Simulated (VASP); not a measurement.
ZnSe, 2 atoms in the cell. It takes space group I-4m2 (No. 119, tetragonal). The conventional cell has a = 4.006 Å, b = 4.006 Å, c = 5.576 Å, α = 90.00°, β = 90.00°, γ = 90.00°. Zn (site symmetry -4m2) has 4 Se at 2.44 Å within 3.2 Å. Se (site symmetry -4m2) has 4 Zn at 2.44 Å within 3.2 Å.  This cell differs from its parent crystal: uniaxial x strain -1.6%.

| Property | Result |
| --- | --- |
| Program | VASP 6.6.1 |
| Task | single point |
| Functional | PBE |
| Potentials or basis | VASP PAW PBE potentials, release 64 (Zn, Se) |
| Cutoff | 520 eV |
| k mesh | 8 × 8 × 8 |
| Occupations | fermi-dirac, width 0.02 eV |
| Spin | no spin polarisation |
| Dipole correction | no |
| Further INCAR settings | ALGO = Normal; EDIFF = 1e-06; NBANDS = 16 |

Potentials or basis: VASP PAW PBE potentials, release 64 (Zn, Se).

The run is started by

```console
$ cat potpaw_PBE.64/Zn/POTCAR potpaw_PBE.64/Se/POTCAR > POTCAR
$ mpirun -np 1 vasp_std > vasp.out
```

Hardware: 1 thread of Intel Xeon 8259CL (shared host).

How long does it take, and how much memory?

Run time: 64 s on 1 thread of Intel Xeon 8259CL, on a shared host, peak memory 0.2 GiB. Counts: scf iterations 13, k points 59.
